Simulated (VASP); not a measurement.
A run of VASP 6.6.1 is set up as follows.

The input INCAR:

```
SYSTEM = Si2Mo
PREC = Accurate
ENCUT = 520
EDIFF = 1E-6
ISMEAR = 0
SIGMA = 0.15
LREAL = .FALSE.
LASPH = .TRUE.
NELM = 80
ALGO = Fast
ISIF = 2
LWAVE = .FALSE.
LCHARG = .TRUE.
GGA = PE
LELF = .TRUE.
LVHAR = .TRUE.
NBANDS = 56
```

Contents of KPOINTS:

```
regular mesh
0
G
  14 14 3
  0 0 0
```

File POSCAR:

```
Si2Mo
1.0
   -3.2168473663      0.0000000000      0.0000000000
    0.0000000000     -3.2168473663      0.0000000000
   -0.3216847366      0.0000000000     15.7460400265
Si Mo
8 4
Direct
    0.4707450430      0.5000000000      0.2925495698
    0.9957450430      1.0000000000      0.0425495698
    0.4207450430      0.5000000000      0.7925495698
    0.9457450430      1.0000000000      0.5425495698
    0.4542549570      0.5000000000      0.4574504302
    0.9792549570      1.0000000000      0.2074504302
    0.4042549570      0.5000000000      0.9574504302
    0.9292549570      1.0000000000      0.7074504302
   -0.0375000000      0.0000000000      0.3750000000
    0.4875000000      0.5000000000      0.1250000000
   -0.0875000000      0.0000000000      0.8750000000
    0.4375000000      0.5000000000      0.6250000000
```

Potentials or basis: VASP PAW PBE potentials, release 64 (Si, Mo_sv).

Launch:

```console
$ cat potpaw_PBE.64/Si/POTCAR potpaw_PBE.64/Mo_sv/POTCAR > POTCAR
$ mpirun -np 1 vasp_std > vasp.out
```

(1) What does it give for the pressure?

(2) Estimate the largest force.

## Answers

(1) 0.6 GPa.

(2) 1.011 eV/Å.

Caveat: forces of over 1 eV/Å act on the atoms, so gaps and moduli don't describe the material at rest.
